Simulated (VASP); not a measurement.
Wanted: the native input for a VASP 6.6.1 run.

```
Task                   : single point
Functional             : r2SCAN
Potentials or basis    : VASP PAW PBE potentials, release 64 (Rh_pv)
Cutoff                 : 520 eV
k mesh                 : 24 × 24 × 12
Occupations            : gaussian, width 0.1 eV
Spin                   : no spin polarisation
Dipole correction      : no
Further INCAR settings : ALGO = Normal; EDIFF = 1e-06; NBANDS = 22
```

Rh:

```xyz
2
Lattice="2.5955 0.0000 0.0000 -1.2977 2.2478 0.0000 0.0000 0.0000 4.5047" Properties=species:S:1:pos:R:3 pbc="T T T"
Rh    1.2977    0.7493    3.3785
Rh    0.0000    1.4985    1.1262
```

This cell differs from its parent crystal: biaxial strain in the a-b plane: -4.0 %, then relaxed in part.

The input as run:

POSCAR

```
Rh
1.0
    2.5954974562      0.0000000000      0.0000000000
   -1.2977487281      2.2477667325      0.0000000000
    0.0000000000      0.0000000000      4.5046916223
Rh
2
Direct
    0.6666666667      0.3333333333      0.7500000000
    0.3333333333      0.6666666667      0.2500000000
```

INCAR.step1

```
PREC     = Accurate       # precision mode
ENCUT    = 520            # plane-wave cutoff, eV
ISMEAR   = 0              # smearing method
SIGMA    = 0.1            # smearing width, eV
LREAL    = F              # projectors in reciprocal space
LASPH    = T              # aspherical terms in the spheres
NELM     = 100            # most SCF steps
NBANDS   = 22             # bands
GGA      = PE             # functional
ALGO     = Normal         # electronic algorithm
EDIFF    = 1E-4           # SCF threshold, eV
LWAVE    = T              # write WAVECAR
LCHARG   = F              # write CHGCAR
```

INCAR.step2

```
PREC     = Accurate       # precision mode
ENCUT    = 520            # plane-wave cutoff, eV
EDIFF    = 1E-6           # SCF threshold, eV
ISMEAR   = 0              # smearing method
SIGMA    = 0.1            # smearing width, eV
LREAL    = F              # projectors in reciprocal space
LASPH    = T              # aspherical terms in the spheres
NELM     = 100            # most SCF steps
ALGO     = Normal         # electronic algorithm
ISIF     = 2              # what is computed and relaxed
LWAVE    = F              # write WAVECAR
LCHARG   = T              # write CHGCAR
METAGGA  = R2SCAN         # meta-GGA
LMIXTAU  = T            
LELF     = T              # ELF
LVHAR    = T            
NBANDS   = 22             # bands
ISTART   = 1
```

KPOINTS

```
Automatic mesh
0
Gamma
  24 24 12
```

Potentials or basis: VASP PAW PBE potentials, release 64 (Rh_pv).

Run with:

```console
$ cat potpaw_PBE.64/Rh_pv/POTCAR > POTCAR
$ cp INCAR.step1 INCAR
$ mpirun -np 1 vasp_std > vasp.out
$ cp INCAR.step2 INCAR
$ mpirun -np 1 vasp_std > vasp.out
```

Results of the run:

```json
{"Pressure": "17.6 GPa", "Band gap on the k mesh": "zero (band 15 reaches 13.68 eV, above the bottom of band 16 at 10.70 eV)"}
```

Caveat: the cell differs from its parent crystal (biaxial strain in the a-b plane: -4.0 %, then relaxed in part); the PAW data sets were made with another functional, which shifts forces and pressure a little.

Wall time 6.2 min on 1 thread of AMD EPYC 9R45 96-Core Processor (Zen 5) (shared host), peak memory 0.27 GiB.
